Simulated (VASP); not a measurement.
# Si20H10S in VASP: further runs, part 2 of 2

VASP 6.6.1. Earlier steps stand in the parts before.

### Step 4. Single point, PBE+D3(BJ)

Contents of INCAR:

```
SYSTEM = Si20H10S
  ALGO = Normal
  EDIFF = 1E-6
  ENCUT = 400
  GGA = PE
  GGA_COMPAT = .FALSE.
  ISIF = 2
  ISMEAR = 0
  IVDW = 12
  LASPH = .TRUE.
  LCHARG = .TRUE.
  LELF = .TRUE.
  LREAL = Auto
  LVHAR = .TRUE.
  LWAVE = .FALSE.
  NBANDS = 69
  NELM = 120
  NELMDL = -8
  PREC = Accurate
  SIGMA = 0.02
```

Contents of KPOINTS:

```
k-points
0
G
  2 2 1
  0 0 0
```

Contents of POSCAR:

```
Si20H10S
1.0
    7.6791800000      0.0000000000      0.0000000000
    0.0000000000      7.6791800000      0.0000000000
    0.0000000000      0.0000000000     18.2555000000
H Si S
10 20 1
Direct
    0.4093920184      0.0000000000      0.0547780121
    0.0906079816      0.0000000000      0.0547780121
    0.9093920184      0.0000000000      0.0547780121
    0.5906079816      0.0000000000      0.0547780121
    0.4093920184      0.5000000000      0.0547780121
    0.0906079816      0.5000000000      0.0547780121
    0.9093920184      0.5000000000      0.0547780121
    0.5906079816      0.5000000000      0.0547780121
    0.4895564370      1.1288852456      0.3975271562
    0.4247517313      0.9617519058      0.4964060694
    0.2500000000      0.0000000000      0.1021883816
    0.7500000000      0.0000000000      0.1021883816
    0.2500000000      0.5000000000      0.1021883816
    0.7500000000      0.5000000000      0.1021883816
    0.2472628588      0.2506180347      0.1731136370
    0.7508861623      0.2503017249      0.1732154693
    0.2496662404      0.7500729245      0.1793427734
    0.7507438294      0.7487653630      0.1780658432
   -0.0004056423      0.2449214630      0.2458628906
    0.4981701171      0.2511015499      0.2436880392
   -0.0017806589      0.7510525863      0.2547126072
    0.5020360247      0.7473861793      0.2554879351
   -0.0151039564      0.0075178600      0.3248540988
    0.5160625223      0.0150487422      0.3214562187
   -0.0003773840      0.4929483356      0.3261915587
    0.4982568451      0.4900916504      0.3267595519
    0.2483554234      0.0747676184      0.3812615376
    0.7525649874      0.0628628317      0.4094209416
    0.2480479687      0.3865657531      0.3816076251
    0.7502920885      0.3594566086      0.3698412533
    0.2514573171      0.9360869259      0.4845237326
```

Potentials or basis: VASP PAW PBE potentials, release 64 (H, Si, S).

Started as:

```bash
cat potpaw_PBE.64/H/POTCAR potpaw_PBE.64/Si/POTCAR potpaw_PBE.64/S/POTCAR > POTCAR
mpirun -np 1 vasp_std > vasp.out
```

OUTCAR:

```text
SYSTEM = Si20H10S
   EDIFF = 1E-6
   ENCUT = 400
   GGA = PE
   ISIF = 2
   ISMEAR = 0
   IVDW = 12
   LASPH = .TRUE.
   LREAL = Auto
   NELM = 120
   NELMDL = -8
   PREC = Accurate
 IVDW          = 12

 ion  position               nearest neighbor table
   1  0.409  0.000  0.055-  11 1.50
   2  0.091  0.000  0.055-  11 1.50
   3  0.909  0.000  0.055-  12 1.50
   4  0.591  0.000  0.055-  12 1.50
   5  0.409  0.500  0.055-  13 1.50
   6  0.091  0.500  0.055-  13 1.50
   7  0.909  0.500  0.055-  14 1.50
   8  0.591  0.500  0.055-  14 1.50
   9  0.490  0.129  0.398-  24 1.65  27 1.92
  10  0.425  0.962  0.496-  31 1.36
  11  0.250  0.000  0.102-   1 1.50   2 1.50  15 2.32  17 2.38
  12  0.750  0.000  0.102-   3 1.50   4 1.50  16 2.32  18 2.38
  13  0.250  0.500  0.102-   5 1.50   6 1.50  15 2.31  17 2.38
  14  0.750  0.500  0.102-   7 1.50   8 1.50  16 2.31  18 2.36
  15  0.247  0.251  0.173-  13 2.31  20 2.32  11 2.32  19 2.32
  16  0.751  0.250  0.173-  14 2.31  12 2.32  19 2.33  20 2.33
  17  0.250  0.750  0.179-  21 2.37  11 2.38  13 2.38  22 2.39
  18  0.751  0.749  0.178-  14 2.36  21 2.36  12 2.38  22 2.38
  19  1.000  0.245  0.246-  15 2.32  16 2.33  23 2.33  25 2.40  30 3.09
  20  0.498  0.251  0.244-  24 2.31  15 2.32  16 2.33  26 2.38  30 3.12
  21  0.998  0.751  0.255-  23 2.35  18 2.36  17 2.37  25 2.37
  22  0.502  0.747  0.255-  26 2.37  18 2.38  24 2.38  17 2.39
  23  0.985  0.008  0.325-  19 2.33  27 2.33  21 2.35  28 2.40
  24  0.516  0.015  0.321-   9 1.65  20 2.31  27 2.37  22 2.38  28 2.45
  25  1.000  0.493  0.326-  29 2.31  30 2.31  21 2.37  19 2.40
  26  0.498  0.490  0.327-  29 2.31  30 2.32  22 2.37  20 2.38
  27  0.248  0.075  0.381-   9 1.92  31 2.17  23 2.33  24 2.37  29 2.39
  28  0.753  0.063  0.409-  30 2.39  23 2.40  24 2.45
  29  0.248  0.387  0.382-  26 2.31  25 2.31  27 2.39
  30  0.750  0.359  0.370-  25 2.31  26 2.32  28 2.39  19 3.09  20 3.12
  31  0.251  0.936  0.485-  10 1.36  27 2.17

  LATTYP: Found a simple tetragonal cell.
 ALAT       =     7.6791800000
 C/A-ratio  =     2.3772720525

  Lattice vectors:

 A1 = (   7.6791800000,   0.0000000000,   0.0000000000)
 A2 = (   0.0000000000,   7.6791800000,   0.0000000000)
 A3 = (   0.0000000000,   0.0000000000,  18.2555000000)

[... 190 lines left out ...]
   AEXX    =    0.0000 exact exchange contribution
   IVDW    =    12    specifies the selected vdW correction
   LEPSILON=     F    determine dielectric tensor
   LRPA    =     F    only Hartree local field effects (RPA)
 non-spin polarized calculation
 Gauss-broadening in eV      SIGMA  =   0.02
  energy-cutoff  :      400.00
  volume of cell :     1076.52
 maximum number of plane-waves:     19595
   NGX = 25   NGY = 25   NGZ = 59

 number of electron      95.9999980 magnetization

 Free energy of the ion-electron system (eV)
  ---------------------------------------------------
  ext. energy  EPLUGINS =         0.00000000
  ---------------------------------------------------
  free energy    TOTEN  =      -139.20498257 eV

  energy without entropy =     -139.20498257  energy(sigma->0) =     -139.20498257

 E-fermi :  -0.2658     XC(G=0):  -4.7750

 val. band max:       -0.3468746624   @ k =   0.0000   0.5000   0.0000
 cond. band min:      -0.1847823354   @ k =   0.5000   0.0000   0.0000
 fundamental gap:      0.1620923271
 Fermi energy:        -0.2657973196

 k-point     1 :       0.0000    0.0000    0.0000
  band No.  band energies     occupation
      1     -14.1036      2.00000
      2     -12.2857      2.00000
      3     -11.1796      2.00000
      4     -10.5525      2.00000
      5     -10.2626      2.00000
      6     -10.2178      2.00000
[... 241 lines left out ...]
     59       2.8381      0.00000
     60       2.9649      0.00000
 [bands above 60 left out]

------------------------ aborting loop because EDIFF is reached ----------------------------------------

 Edisp (eV)   -5.39748

 E8    (eV) :    -2.2260

  FORCE on cell =-STRESS in cart. coord.  units (eV):
  Direction    XX          YY          ZZ          XY          YZ          ZX
  --------------------------------------------------------------------------------------
  -------------------------------------------------------------------------------------
  Total      16.14792    -2.71176    -0.88400    -0.37831     0.08350     0.03031
  in kB      24.03276    -4.03589    -1.31565    -0.56304     0.12427     0.04511
  external pressure =        6.23 kB  Pullay stress =        0.00 kB

 VOLUME and BASIS-vectors are now :
 -----------------------------------------------------------------------------
  energy-cutoff  :      400.00
  volume of cell :     1076.52
      direct lattice vectors                 reciprocal lattice vectors
     7.679180000  0.000000000  0.000000000     0.130222237  0.000000000  0.000000000
     0.000000000  7.679180000  0.000000000     0.000000000  0.130222237  0.000000000
     0.000000000  0.000000000 18.255500000     0.000000000  0.000000000  0.054778012

 POSITION                                       TOTAL-FORCE (eV/Angst)
 -----------------------------------------------------------------------------------
      3.14379      0.00000      1.00000        -0.617442     -0.078493      0.023243
      0.69580      0.00000      1.00000         0.617485     -0.101851      0.007926
      6.98338      0.00000      1.00000        -0.615515     -0.106070     -0.003180
      4.53539      0.00000      1.00000         0.624054     -0.095532     -0.002910
      3.14379      3.83959      1.00000        -0.605331      0.080641      0.010715
      0.69580      3.83959      1.00000         0.587801      0.122897      0.004602
[... 23 lines left out ...]
      5.76163      2.76033      6.75164        -0.000520     -0.003906     -0.014959
      1.93099      7.18838      8.84522         0.053231      0.040110     -0.037100
 -----------------------------------------------------------------------------------
    total drift:                               -0.000824      0.000700      0.005419

  FREE ENERGIE OF THE ION-ELECTRON SYSTEM (eV)
  ---------------------------------------------------
  free  energy   TOTEN  =      -144.6024647147 eV

  energy  without entropy=     -144.6024647143  energy(sigma->0) =     -144.60246471
```

OSZICAR:

```text
N       E                     dE             d eps       ncg     rms          rms(c)
DAV:   1     0.381260044604E+03    0.38126E+03   -0.27992E+04   552   0.846E+02
DAV:   2    -0.983159390869E+02   -0.47958E+03   -0.45723E+03   723   0.174E+02
DAV:   3    -0.142502587538E+03   -0.44187E+02   -0.43455E+02   640   0.527E+01
[... 21 lines left out ...]
DAV:  25    -0.139204950546E+03   -0.64278E-04   -0.33111E-06   544   0.417E-03    0.427E-03
DAV:  26    -0.139204971148E+03   -0.20602E-04   -0.13617E-06   486   0.281E-03    0.114E-03
DAV:  27    -0.139204981118E+03   -0.99702E-05   -0.91479E-07   459   0.190E-03    0.680E-04
DAV:  28    -0.139204982128E+03   -0.10101E-05   -0.12070E-07   496   0.779E-04    0.464E-04
DAV:  29    -0.139204982574E+03   -0.44605E-06   -0.33013E-08   395   0.444E-04
   1 F= -.14460246E+03 E0= -.14460246E+03  d E =-.416698E-09
```

stdout:

```text
POSCAR found type information on POSCAR H SiS
 POSCAR found :  3 types and      31 ions
 scaLAPACK will be used
 LDA part: xc-table for (Slater+PW92), standard interpolation
 POSCAR, INCAR and KPOINTS ok, starting setup
 FFT: planning ... GRIDC
 FFT: planning ... GRID_SOFT
 FFT: planning ... GRID
 WAVECAR not read
 entering main loop
```

It took 17 min on 1 thread of Intel Xeon 8259CL, shared host; peak memory 0.7 GiB.

Results:

```
Free energy                : -144.6025 eV
Largest force              : 0.631 eV/Å
Band gap on the k mesh     : zero (bands 48 and 49 overlap by 0.49 eV)
Dispersion energy per atom : -0.174 eV
```

Forces on the atoms (eV/Å):
```
H   -0.617 -0.078  0.023
H    0.617 -0.102  0.008
H   -0.616 -0.106 -0.003
H    0.624 -0.096 -0.003
H   -0.605  0.081  0.011
H    0.588  0.123  0.005
H   -0.601  0.086 -0.012
H    0.612  0.067  0.002
H   -0.003 -0.001  0.016
H   -0.033 -0.013  0.012
Si  -0.008 -0.188  0.051
Si  -0.013 -0.155 -0.041
Si   0.002  0.232  0.040
Si   0.020  0.128 -0.066
Si   0.000  0.005  0.004
Si   0.001  0.008  0.005
Si  -0.004  0.001 -0.001
Si   0.000 -0.001  0.000
Si  -0.009 -0.006  0.003
Si   0.004 -0.004  0.002
Si   0.000  0.003  0.003
Si  -0.001 -0.001  0.002
Si   0.001  0.012 -0.012
Si   0.000  0.005  0.005
Si  -0.001 -0.007 -0.007
Si   0.003 -0.006 -0.004
Si  -0.009 -0.024  0.026
Si  -0.005  0.000 -0.008
Si   0.000  0.001 -0.009
Si  -0.001 -0.004 -0.015
S    0.053  0.040 -0.037
```

Levels at points of the mesh, in eV from the Fermi level:
```tsv
k point	band 44	band 45	band 46	band 47	band 48	band 49	band 50	band 51	band 52	band 53
(0.00, 0.00, 0.00)	-1.21	-1.15	-0.95	-0.88	-0.51	-0.22	0.42	0.82	1.14	1.33
(0.50, 0.00, 0.00)	-1.31	-1.12	-1.08	-0.89	0.08	0.55	0.99	1.35	1.50	1.80
(0.00, 0.50, 0.00)	-1.58	-1.00	-0.81	-0.78	-0.45	-0.08	0.60	1.21	1.59	1.69
(0.50, 0.50, 0.00)	-1.72	-1.67	-1.37	-0.77	0.27	0.76	0.92	1.54	1.59	1.90
```

Caveat: the k points lie up to 0.41 Å⁻¹ apart.

### Step 5. The runs side by side

```csv
cell,gap on the mesh (eV),largest force (eV/Å)
"as given, atomic positions A",0.78,0.68
"as given, atomic positions B",none,0.62
"as given, atomic positions C",none,0.63
```

Alike in all rows: task single point; level PBE+D3(BJ); potentials or basis VASP PAW PBE potentials, release 64 (H, Si, S); no spin polarisation; k mesh 2 × 2 × 1; cutoff (eV) 400; smearing gaussian 0.02 eV.

Caveats: some runs use coarse meshes.

Absolute energies hang on the potentials; compare differences alone.
